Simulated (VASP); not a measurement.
Here is a VASP 6.6.1 calculation.

Contents of INCAR:

```
SYSTEM = H2ClF
PREC = Accurate
ENCUT = 1010
EDIFF = 1E-6
ISMEAR = -1
SIGMA = 0.02
LREAL = .False.
LASPH = .True.
NELM = 120
ALGO = Normal
ISIF = 2
LWAVE = .False.
LCHARG = .True.
GGA = PE
IVDW = 12
LELF = .True.
LVHAR = .True.
NBANDS = 36
GGA_COMPAT = .False.
```

File KPOINTS:

```
Automatic mesh
0
Gamma
  1 1 1
  0 0 0
```

Contents of POSCAR:

```
H2ClF
1.0
    6.5460240000      0.0000000000      0.0000000000
    0.0000000000      6.5460240000      0.0000000000
    0.0000000000      0.0000000000      6.5460240000
F H Cl
3 6 3
Direct
    0.5602314448      0.1806664798      0.7598949576
    0.5819784521      0.1915460865      0.3757056945
    0.6746770053      0.6002285719      0.5974736288
    0.5748877828      0.2002278942      0.6147108285
    0.6838606370      0.0880638628      0.3370049349
    0.5607138321      0.6598989840      0.6708913150
    0.4213714372      0.9746913424      0.7934356180
    0.2985254235      0.2954521002      0.1586282431
    0.7901840638      0.7467507433      0.4221300834
    0.3284182658      0.7941163753      0.8130542764
    0.1259217553      0.3203340229      0.0655171215
    0.8770525005      0.8711757367      0.2880422982
```

Potentials or basis: VASP PAW PBE potentials, release 64 (F_h, H_h, Cl).

Command:

```sh
$ cat potpaw_PBE.64/F_h/POTCAR potpaw_PBE.64/H_h/POTCAR potpaw_PBE.64/Cl/POTCAR > POTCAR
$ mpirun -np 1 vasp_gam > vasp.out
```

Estimate the dispersion energy per atom.

-0.033 eV.

Predict the largest force.

0.238 eV/Å.

Predict the pressure.

-0.2 GPa.

Forces on the atoms (eV/Å):
```
F   -0.007 -0.038  0.111
F    0.110 -0.111 -0.060
F    0.010 -0.003 -0.023
H   -0.013  0.047 -0.111
H   -0.083  0.089  0.007
H   -0.034  0.004  0.032
H   -0.115 -0.199  0.037
H   -0.138  0.004 -0.066
H    0.017  0.053 -0.046
Cl   0.130  0.199 -0.015
Cl   0.165 -0.018  0.091
Cl  -0.042 -0.026  0.043
```

Caveat: the k points lie up to 0.96 Å⁻¹ apart, too coarse for converged energies, forces and pressures.
